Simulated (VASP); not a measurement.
Runs of VASP 6.6.1 on InP3. The structure is that of space group R-3m (No. 166), or close to it. The cells are those of the table. 

| cell | gap on the mesh (eV) | pressure (GPa) | largest force (eV/Å) |
| --- | --- | --- | --- |
| a = 5.131 Å, angles 83.5°, 8 atoms | none | 23.0 | (d) |
| a = 4.968 Å, angles 86.9°, 8 atoms | none | 37.5 | 2.87 |
| a = 5.303 Å, angles 80.3°, 8 atoms | none | 13.1 | 0.88 |
| a = 5.105 Å, angles 88.6°, 8 atoms | none | (c) | 1.58 |
| a = 5.832 Å, angles 86.9°, 8 atoms | none | -11.8 | 1.44 |
| a = 5.244 Å, angles 90.2°, 8 atoms | none | (a) | 0.68 |
| a = 5.048 Å, angles 85.2°, 8 atoms | none | 29.5 | (b) |
| a = 5.184 Å, angles 86.9°, 8 atoms | none | 13.9 | 1.16 |

Alike in all rows: task single point; level PBEsol; potentials or basis VASP PAW PBE potentials, release 64 (In_d, P); no spin polarisation; k mesh 6 × 6 × 6; cutoff (eV) 520; smearing gaussian 0.15 eV.

Q: Estimate the missing entries.

A: (a) 7.0; (b) 2.34; (c) 19.4; (d) 1.79.

Caveats: the PAW data sets were made with another functional, which shifts forces and pressure a little; spin-orbit coupling is left out, which moves the levels of the heavy elements.

A k mesh can miss the band edges, and the runs leave out spin-orbit coupling on In.

A gap of «none» marks levels without a gap at the run's occupations.
